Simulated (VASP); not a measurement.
Nb3BN2:

```
Nb B N
1.0
     5.27999    0.00000    0.00000
    -2.64000    4.57261    0.00000
     0.00000    0.00000    3.03801
Nb B N
3 1 2
Cartesian
  -1.3200 2.2863 0.0000
  2.6400 0.0000 0.0000
  1.3200 2.2863 0.0000
  0.0000 0.0000 1.5190
  0.0000 3.0484 1.5190
  2.6400 1.5242 1.5190
```

The cell was built from a structure type or drawn by symmetry, and may not be a known phase.

| Property | Result |
| --- | --- |
| Program | VASP 6.6.1 |
| Task | relaxation of cell and atoms |
| Functional | PBE |
| Potentials or basis | VASP PAW PBE potentials, release 64 (Nb_sv, B, N) |
| Cutoff | 600 eV |
| k mesh | 6 × 6 × 6 |
| Occupations | gaussian, width 0.1 eV |
| Spin | no spin polarisation |

At the start: pressure 15.6 GPa; volume 12.22 Å³/atom.

Problem. How do energy, volume and symmetry change on relaxing?

Solution. Over 8 steps the energy falls by 168.8 meV/atom and the volume is 13.17 Å³/atom (+7.8 %); space group P6/mmm (No. 191, to 0.1 Å) before and after.

Step by step:
```csv
step,energy change (eV),largest force (eV/Å),pressure (GPa),volume (Å³)
1,0.0000,0.0000,15.63,73.35
2,-0.6208,0.0000,-15.96,86.27
3,-0.8318,0.0000,-7.75,81.62
4,-0.8939,0.0000,5.88,77.56
5,-1.0117,0.0000,-0.87,79.35
6,-1.0116,0.0000,-1.02,79.40
7,-1.0121,0.0000,0.56,78.75
8,-1.0130,0.0000,-0.14,79.04
```

Final structure:
```
CELL_PARAMETERS angstrom
5.65207 0.00000 0.00000
-2.82604 4.89484 0.00000
0.00000 0.00000 2.85684
ATOMIC_POSITIONS crystal
Nb 0.00000 0.50000 0.00000
Nb 0.50000 0.00000 0.00000
Nb 0.50000 0.50000 0.00000
B 0.00000 0.00000 0.50000
N 0.33333 0.66667 0.50000
N 0.66667 0.33333 0.50000
```
